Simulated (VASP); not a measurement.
Write the native input for VASP 6.6.1 that does the following.

```yaml
Task: single point
Functional: r2SCAN
Potentials_or_basis: VASP PAW PBE potentials, release 64 (C, Ca_sv)
Cutoff: 520 eV
k_mesh: 6 × 6 × 6
Occupations: gaussian, width 0.01 eV
Spin: no spin polarisation
Dipole_correction: no
Further_INCAR_settings: ALGO = Normal; EDIFF = 1e-06; NBANDS = 19
```

Crystal: Ca2C.

```
C Ca
1.0
     0.00000    3.06471    3.06471
     3.06471    0.00000    3.06471
     3.06471    3.06471    0.00000
C Ca
1 2
Direct
  0.00000 0.00000 0.00000
  0.25000 0.25000 0.25000
  0.75000 0.75000 0.75000
```

One way to write it, as run:

POSCAR

```
Ca2C
1.0
    0.0000000000      3.0647138845      3.0647138845
    3.0647138845      0.0000000000      3.0647138845
    3.0647138845      3.0647138845      0.0000000000
C Ca
1 2
Direct
    0.0000000000      0.0000000000      0.0000000000
    0.2500000000      0.2500000000      0.2500000000
    0.7500000000      0.7500000000      0.7500000000
```

INCAR.step1

```
SYSTEM = Ca2C
  PREC = Accurate
  ENCUT = 520
  ISMEAR = 0
  SIGMA = 0.01
  LREAL = .FALSE.
  LASPH = .TRUE.
  NELM = 100
  NBANDS = 19
  GGA = PE
  ALGO = Normal
  EDIFF = 1E-4
  LWAVE = .TRUE.
  LCHARG = .FALSE.
```

INCAR.step2

```
SYSTEM = Ca2C
  PREC = Accurate
  ENCUT = 520
  EDIFF = 1E-6
  ISMEAR = 0
  SIGMA = 0.01
  LREAL = .FALSE.
  LASPH = .TRUE.
  NELM = 100
  ALGO = Normal
  ISIF = 2
  LWAVE = .FALSE.
  LCHARG = .TRUE.
  METAGGA = R2SCAN
  LMIXTAU = .TRUE.
  LELF = .TRUE.
  LVHAR = .TRUE.
  NBANDS = 19
  ISTART = 1
```

KPOINTS

```
Automatic mesh
0
G
  6 6 6
  0 0 0
```

Potentials or basis: VASP PAW PBE potentials, release 64 (C, Ca_sv).

Run with:

```sh
$ cat potpaw_PBE.64/C/POTCAR potpaw_PBE.64/Ca_sv/POTCAR > POTCAR
$ cp INCAR.step1 INCAR
$ mpirun -np 1 vasp_std > vasp.out
$ cp INCAR.step2 INCAR
$ mpirun -np 1 vasp_std > vasp.out
```

Results of the run:

```yaml
Pressure: 4.5 GPa
Band_gap_on_the_k_mesh: 0.33 eV
```

Caveat: the cell stands under pressure; the PAW data sets were made with another functional, which shifts forces and pressure a little.

Run time: 110 s on 1 thread of Intel Xeon 8259CL, with other jobs on the host, peak memory 0.19 GiB.
